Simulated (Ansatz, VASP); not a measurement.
One calculation of PbS, two programs

POSCAR

```
PbS
1.0
    0.0000000000      2.9657500000      2.9657500000
    2.9657500000      0.0000000000      2.9657500000
    2.9657500000      2.9657500000      0.0000000000
Pb S
1 1
Direct
    0.0000000000      0.0000000000      0.0000000000
    0.5000000000      0.5000000000      0.5000000000
```

Contents of INCAR.step1:

```
SYSTEM = PbS
ALGO = Normal
EDIFF = 1E-4
ENCUT = 600
GGA = PE
ISMEAR = 0
LASPH = .TRUE.
LCHARG = .FALSE.
LREAL = .FALSE.
LWAVE = .TRUE.
NELM = 80
PREC = Accurate
SIGMA = 0.02
```

Contents of INCAR.step2:

```
SYSTEM = PbS
ALGO = Normal
EDIFF = 1E-6
EDIFFG = -0.005
ENCUT = 600
IBRION = 2
ISIF = 3
ISMEAR = 0
ISTART = 1
LASPH = .TRUE.
LCHARG = .FALSE.
LMIXTAU = .TRUE.
LREAL = .FALSE.
LWAVE = .FALSE.
METAGGA = R2SCAN
NELM = 80
NSW = 100
PREC = Accurate
SIGMA = 0.02
```

Contents of KPOINTS:

```
k-points
0
G
  8 8 8
  0 0 0
```

Input for Ansatz:

```yaml
crystal:
  lattice:
    - [0.0, 2.96575, 2.96575]
    - [2.96575, 0.0, 2.96575]
    - [2.96575, 2.96575, 0.0]
  atoms:
    - { symbol: Pb, position: [0.0, 0.0, 0.0] }
    - { symbol: S, position: [0.5, 0.5, 0.5] }
basis:
  ecutwfc: 500
kpoints:
  mp_grid: { grid: [8, 8, 8] }
hamiltonian:
  xc: r2scan
scf:
  occupations: { method: gaussian, width: 0.02 }
output:
  forces: true
  stress: true
  eigenvalues: true
  write_density: true
  write_potential: true
  elf: true
  volumetric_format: npy
relax:
  adjacent_minimum: "off"
  f_tol: 0.005
  max_steps: 80
  cell: { stress_tol: 0.05 }
```

Alike in both runs: task relaxation of cell and atoms; functional r2SCAN; k mesh 8 × 8 × 8; occupations gaussian, width 0.02 eV; no spin polarisation.

```csv
,VASP,Ansatz
version,VASP 6.6.1,Ansatz 0.2.0
potentials or method,"VASP PAW PBE potentials, release 64 (Pb_d, S), cutoff 600 eV","scalar-relativistic, plane waves, PAW"
valence electrons in the cell,20,20
```

|  | VASP | Ansatz | Ansatz less VASP |
| --- | --- | --- | --- |
| gap on the k mesh at the Fermi level, each at its own relaxed structure (eV) | 0.70 | 0.69 | -0.010 |
| relaxed volume (Å³/atom) | 26.67 | 26.67 | +0.002 |
| relaxed cell length with the largest relative difference (Å) | 4.225 | 4.225 | +0.0001 |

VASP's potentials were made for PBE, not for r2SCAN.

Spin-orbit coupling is off throughout.
